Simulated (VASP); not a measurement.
# HfB2 (P6/mmm) in VASP: a series of runs

HfB2 is run at these levels: PBE; tasks: single point.

Program: VASP 6.6.1. These are calculated values, not measurements. Logs are shortened: lines on timing, memory, paths and dates and some standing lists are left out, and cuts for length are marked.

**1. The cell of the first run**

The structure is hexagonal, space group P6/mmm (No. 191). Conventional cell: a = 3.076 Å, b = 3.076 Å, c = 3.409 Å, α = 90.00°, β = 90.00°, γ = 120.00°. Hf (site symmetry 6/mmm) has 12 B at 2.46 Å and 6 Hf at 3.08 Å within 3.2 Å. B (site symmetry -6m2) has 3 B at 1.78 Å within 2.4 Å.

**2. Single point, PBE (volume scaled by 0.94)**

Input file INCAR:

```
SYSTEM = HfB2
ALGO = Normal
EDIFF = 1E-6
ENCUT = 520
GGA = PE
ISIF = 2
ISMEAR = -1
LASPH = .TRUE.
LCHARG = .FALSE.
LREAL = .FALSE.
LWAVE = .FALSE.
NBANDS = 15
NELM = 80
PREC = Accurate
SIGMA = 0.05
```

Input file KPOINTS:

```
k-points
0
G
  13 13 11
  0 0 0
```

Input file POSCAR:

```
HfB2
1.0
    3.0759004798      0.0000000000      0.0000000000
   -1.5379502400      2.6638079550      0.0000000000
    0.0000000000      0.0000000000      3.4089596583
Hf B
1 2
Direct
    0.0000000000      0.0000000000      0.0000000000
    0.3333333333      0.6666666667      0.5000000000
    0.6666666667      0.3333333333      0.5000000000
```

Potentials or basis: VASP PAW PBE potentials, release 64 (Hf_pv, B).

The run is started by

```console
cat potpaw_PBE.64/Hf_pv/POTCAR potpaw_PBE.64/B/POTCAR > POTCAR
mpirun -np 1 vasp_std > vasp.out
```

OUTCAR:

```text
SYSTEM = HfB2
   EDIFF = 1E-6
   ENCUT = 520
   GGA = PE
   ISIF = 2
   ISMEAR = -1
   LASPH = .TRUE.
   LREAL = .FALSE.
   NELM = 80
   PREC = Accurate

 ion  position               nearest neighbor table
   1  0.000  0.000  0.000-   2 2.46   3 2.46   2 2.46   3 2.46   3 2.46   3 2.46   2 2.46   2 2.46
                             3 2.46   3 2.46   2 2.46   2 2.46
   2  0.333  0.667  0.500-   3 1.78   3 1.78   3 1.78   1 2.46   1 2.46   1 2.46   1 2.46   1 2.46
                             1 2.46
   3  0.667  0.333  0.500-   2 1.78   2 1.78   2 1.78   1 2.46   1 2.46   1 2.46   1 2.46   1 2.46
                             1 2.46

  LATTYP: Found a hexagonal cell.
 ALAT       =     3.0759004798
 C/A-ratio  =     1.1082802193

  Lattice vectors:

 A1 = (   3.0759004798,   0.0000000000,   0.0000000000)
 A2 = (  -1.5379502400,   2.6638079550,   0.0000000000)
 A3 = (   0.0000000000,   0.0000000000,   3.4089596583)

Analysis of symmetry for initial positions (statically):
=====================================================================
 Subroutine PRICEL returns:
 Original cell was already a primitive cell.

 Routine SETGRP: Setting up the symmetry group for a
 hexagonal supercell.

 Subroutine GETGRP returns: Found 24 space group operations
 (whereof 24 operations were pure point group operations)
 out of a pool of 24 trial point group operations.

The static configuration has the point symmetry D_6h.

Analysis of symmetry for dynamics (positions and initial velocities):
=====================================================================
 Subroutine PRICEL returns:
 Original cell was already a primitive cell.

 Routine SETGRP: Setting up the symmetry group for a
 hexagonal supercell.

 Subroutine GETGRP returns: Found 24 space group operations
 (whereof 24 operations were pure point group operations)
 out of a pool of 24 trial point group operations.

The dynamic configuration has the point symmetry D_6h.

 Subroutine INISYM returns: Found 24 space group operations
 (whereof 24 operations are pure point group operations),
 and found     1 'primitive' translations

----------------------------------------------------------------------------------------

                                     Primitive cell

  volume of cell :      27.9317

  direct lattice vectors                    reciprocal lattice vectors
     3.075900480  0.000000000  0.000000000     0.325108048  0.187701219  0.000000000
    -1.537950240  2.663807955  0.000000000     0.000000000  0.375402438  0.000000000
     0.000000000  0.000000000  3.408959658     0.000000000  0.000000000  0.293344627

  length of vectors
[... 93 lines left out ...]
   TEBEG  =    0.0;   TEEND  =   0.0 temperature during run
   PSTRESS=    0.0 pullay stress
   NELECT =      16.0000    total number of electrons
   NUPDOWN=      -1.0000    fix difference up-down
   EMIN   =  10.00;   EMAX   =-10.00  energy-range for DOS
   EFERMI =   0.00;   METHOD = LEGACY
   ISMEAR =    -1;   SIGMA  =   0.05  broadening in eV -4-tet -1-fermi 0-gaus
   EFERMI_NEDOS =   21; number of points for ismear=-14 and -15
   IALGO  =     38    algorithm
   IMIX   =      4    mixing-type and parameters
     AMIX     =   0.40;   BMIX     =  1.00
     AMIX_MAG =   1.60;   BMIX_MAG =  1.00
  volume/ion in A,a.u.               =       9.31        62.83
  Fermi-wavevector in a.u.,A,eV,Ry     =   1.359615  2.569299 25.151074  1.848552
  Thomas-Fermi vector in A             =   2.486347
   LORBIT       =      0    0 simple, 1 ext, 2 COOP (PROOUT), +10 PAW based schemes
   GGA     = PE    functional components
   LHFCALC =     F    Hartree Fock is set to
   AEXX    =    0.0000 exact exchange contribution
   IVDW    =     0    specifies the selected vdW correction
   LEPSILON=     F    determine dielectric tensor
   LRPA    =     F    only Hartree local field effects (RPA)
 non-spin polarized calculation
  energy-cutoff  :      520.00
  volume of cell :       27.93
 maximum number of plane-waves:       769
 NGX is ok and might be reduce to    24
   NGX = 11   NGY = 11   NGZ = 13

 number of electron      16.0000002 magnetization

 Free energy of the ion-electron system (eV)
  ---------------------------------------------------
  ext. energy  EPLUGINS =         0.00000000
  ---------------------------------------------------
  free energy    TOTEN  =       -26.29546683 eV

  energy without entropy =      -26.29393083  energy(sigma->0) =      -26.29469883

 E-fermi :   8.2526     XC(G=0): -12.8902

 val. band max:        8.1937102424   @ k =   0.0769   0.0000   0.2727
 cond. band min:       8.2942069874   @ k =   0.3077   0.1538   0.0000
 fundamental gap:      0.1004967450
 Fermi energy:         8.2525646763

 k-point     1 :       0.0000    0.0000    0.0000
  band No.  band energies     occupation
      1     -22.2760      2.00000
      2     -21.6916      2.00000
      3     -21.6916      2.00000
      4      -5.9409      2.00000
      5       5.0027      2.00000
      6       5.1366      2.00000
      7       5.1366      2.00000
      8       5.4129      2.00000
      9      12.5124      0.00000
     10      12.5124      0.00000
     11      13.1698      0.00000
     12      13.1698      0.00000
     13      13.4291      0.00000
     14      13.4291      0.00000
[... 401 lines left out ...]
      2     -21.9061      2.00000
      3     -21.7372      2.00000
      4      -5.2753      2.00000
      5       3.8502      2.00000
      6       4.2377      2.00000
      7       5.1335      2.00000
      8       6.1645      2.00000
      9      10.5752      0.00000
     10      11.0611      0.00000
     11      13.1127      0.00000
     12      13.3034      0.00000
     13      14.1144      0.00000
     14      15.6537      0.00000
     15      15.9877      0.00000

 [... further k-points ...]
[... 5 lines left out ...]
  --------------------------------------------------------------------------------------
  -------------------------------------------------------------------------------------
  Total        3.3869624      3.3869624      3.1333979     -0.0000000      0.0000000     -0.0000000
  in kB      194.2781234    194.2781234    179.7335215     -0.0000000      0.0000000     -0.0000000
  external PRESSURE =     189.4299228 kB  Pullay stress =       0.0000000 kB

 VOLUME and BASIS-vectors are now :
 -----------------------------------------------------------------------------
  energy-cutoff  :      520.00
  volume of cell :       27.93
      direct lattice vectors                 reciprocal lattice vectors
     3.075900480  0.000000000  0.000000000     0.325108048  0.187701219  0.000000000
    -1.537950240  2.663807955  0.000000000     0.000000000  0.375402438  0.000000000
     0.000000000  0.000000000  3.408959658     0.000000000  0.000000000  0.293344627

 POSITION                                       TOTAL-FORCE (eV/Angst)
 -----------------------------------------------------------------------------------
      0.00000      0.00000      0.00000        -0.000000      0.000000      0.000000
     -0.00000      1.77587      1.70448        -0.000000      0.000000      0.000000
      1.53795      0.88794      1.70448         0.000000     -0.000000      0.000000
 -----------------------------------------------------------------------------------
    total drift:                               -0.000000      0.000000      0.000000

  FREE ENERGIE OF THE ION-ELECTRON SYSTEM (eV)
  ---------------------------------------------------
  free  energy   TOTEN  =       -26.2954668259 eV

  energy  without entropy=      -26.2939308278  energy(sigma->0) =      -26.29469883
```

Wall time 24 s (1 thread of Intel Xeon Platinum 8488C (Sapphire Rapids), shared host); peak memory 0.18 GiB.

What came out:

| Item | Value |
| --- | --- |
| Free energy | -26.2955 eV |
| Pressure | 18.9 GPa |
| Band gap on the k mesh | zero (band 8 reaches 8.85 eV, above the bottom of band 9 at 7.75 eV) |

Caveat: spin-orbit coupling is left out, which moves the levels of the heavy elements.

**3. Single point, PBE (volume scaled by 0.98)**

Input file INCAR:

```
SYSTEM = HfB2
ALGO     = Normal         ! electronic algorithm
EDIFF    = 1E-7           ! SCF threshold, eV
ENCUT    = 520            ! plane-wave cutoff, eV
GGA      = PE             ! functional
ISIF     = 2              ! what is computed and relaxed
ISMEAR   = -1             ! smearing method
LASPH    = .True.         ! aspherical terms in the spheres
LCHARG   = .False.        ! write CHGCAR
LREAL    = .False.        ! projectors in reciprocal space
LWAVE    = .False.        ! write WAVECAR
NBANDS   = 15             ! bands
NELM     = 100            ! most SCF steps
PREC     = Accurate       ! precision mode
SIGMA    = 0.05           ! smearing width, eV
```

Input file KPOINTS:

```
k-points
0
Gamma
  13 13 11
  0 0 0
```

Input file POSCAR:

```
HfB2
1.0
    3.1189256393      0.0000000000      0.0000000000
   -1.5594628197      2.7010688362      0.0000000000
    0.0000000000      0.0000000000      3.4566435916
Hf B
1 2
Direct
    0.0000000000      0.0000000000      0.0000000000
    0.3333333333      0.6666666667      0.5000000000
    0.6666666667      0.3333333333      0.5000000000
```

Potentials or basis: VASP PAW PBE potentials, release 64 (Hf_pv, B).

The run is started by

```console
cat potpaw_PBE.64/Hf_pv/POTCAR potpaw_PBE.64/B/POTCAR > POTCAR
mpirun -np 1 vasp_std > vasp.out
```

OUTCAR:

```text
SYSTEM = HfB2
   EDIFF = 1E-7
   ENCUT = 520
   GGA = PE
   ISIF = 2
   ISMEAR = -1
   LASPH = .True.
   LREAL = .False.
   NELM = 100
   PREC = Accurate

 ion  position               nearest neighbor table
   1  0.000  0.000  0.000-   2 2.50   3 2.50   2 2.50   3 2.50   3 2.50   3 2.50   2 2.50   2 2.50
                             3 2.50   3 2.50   2 2.50   2 2.50
   2  0.333  0.667  0.500-   3 1.80   3 1.80   3 1.80   1 2.50   1 2.50   1 2.50   1 2.50   1 2.50
                             1 2.50
   3  0.667  0.333  0.500-   2 1.80   2 1.80   2 1.80   1 2.50   1 2.50   1 2.50   1 2.50   1 2.50
                             1 2.50

  LATTYP: Found a hexagonal cell.
 ALAT       =     3.1189256393
 C/A-ratio  =     1.1082802193

  Lattice vectors:

 A1 = (   3.1189256393,   0.0000000000,   0.0000000000)
 A2 = (  -1.5594628197,   2.7010688362,   0.0000000000)
 A3 = (   0.0000000000,   0.0000000000,   3.4566435916)

Analysis of symmetry for initial positions (statically):
=====================================================================
 Subroutine PRICEL returns:
 Original cell was already a primitive cell.

 Routine SETGRP: Setting up the symmetry group for a
 hexagonal supercell.

 Subroutine GETGRP returns: Found 24 space group operations
[... 180 lines left out ...]
      5       4.7764      2.00000
      6       4.8906      2.00000
      7       4.8906      2.00000
      8       5.0560      2.00000
      9      11.9602      0.00000
     10      11.9602      0.00000
     11      12.6020      0.00000
     12      12.6020      0.00000
     13      12.9084      0.00000
     14      12.9084      0.00000
[... 401 lines left out ...]
      2     -22.3995      2.00000
      3     -22.2547      2.00000
      4      -5.4048      2.00000
      5       3.6040      2.00000
      6       3.9504      2.00000
      7       4.8697      2.00000
      8       5.8943      2.00000
      9      10.1321      0.00000
     10      10.6015      0.00000
     11      12.5415      0.00000
     12      12.7129      0.00000
     13      13.5144      0.00000
     14      14.9189      0.00000
     15      15.3183      0.00000

 [... further k-points ...]
[... 5 lines left out ...]
  --------------------------------------------------------------------------------------
  -------------------------------------------------------------------------------------
  Total        1.1781018      1.1781018      1.1270720     -0.0000000      0.0000000     -0.0000000
  in kB       64.8183718     64.8183718     62.0107475     -0.0000000      0.0000000     -0.0000000
  external PRESSURE =      63.8824970 kB  Pullay stress =       0.0000000 kB

 VOLUME and BASIS-vectors are now :
 -----------------------------------------------------------------------------
  energy-cutoff  :      520.00
  volume of cell :       29.12
      direct lattice vectors                 reciprocal lattice vectors
     3.118925639  0.000000000  0.000000000     0.320623226  0.185111906  0.000000000
    -1.559462820  2.701068836  0.000000000     0.000000000  0.370223812  0.000000000
     0.000000000  0.000000000  3.456643592     0.000000000  0.000000000  0.289297978

 POSITION                                       TOTAL-FORCE (eV/Angst)
 -----------------------------------------------------------------------------------
      0.00000      0.00000      0.00000        -0.000000      0.000000      0.000000
     -0.00000      1.80071      1.72832         0.000000      0.000000      0.000000
      1.55946      0.90036      1.72832        -0.000000      0.000000     -0.000000
 -----------------------------------------------------------------------------------
    total drift:                               -0.000000      0.000000      0.000000

  FREE ENERGIE OF THE ION-ELECTRON SYSTEM (eV)
  ---------------------------------------------------
  free  energy   TOTEN  =       -26.3884758146 eV

  energy  without entropy=      -26.3868205971  energy(sigma->0) =      -26.38764821
```

stdout:

```text
POSCAR found type information on POSCAR HfB
 POSCAR found :  2 types and       3 ions
 scaLAPACK will be used
 LDA part: xc-table for (Slater+PW92), standard interpolation
 POSCAR, INCAR and KPOINTS ok, starting setup
 FFT: planning ... GRIDC
 FFT: planning ... GRID_SOFT
 FFT: planning ... GRID
 WAVECAR not read
 entering main loop
```

Run time: 30 s. Hardware: 1 thread of Intel Xeon Platinum 8488C (Sapphire Rapids), shared host; peak memory 0.18 GiB.

What came out:

```yaml
Free_energy: -26.3885 eV
Pressure: 6.4 GPa
Band_gap_on_the_k_mesh: zero (band 8 reaches 8.48 eV, above the bottom of band 9 at 7.44 eV)
```

Levels at points of the mesh, in eV from the Fermi level:
```tsv
k point	band 4	band 5	band 6	band 7	band 8	band 9	band 10	band 11	band 12	band 13
(0.00, 0.00, 0.00)	-13.96	-3.14	-3.03	-3.03	-2.86	4.04	4.04	4.69	4.69	4.99
```

Caveat: spin-orbit coupling is left out, which moves the levels of the heavy elements.

(Part 1 of 2 ends here.)
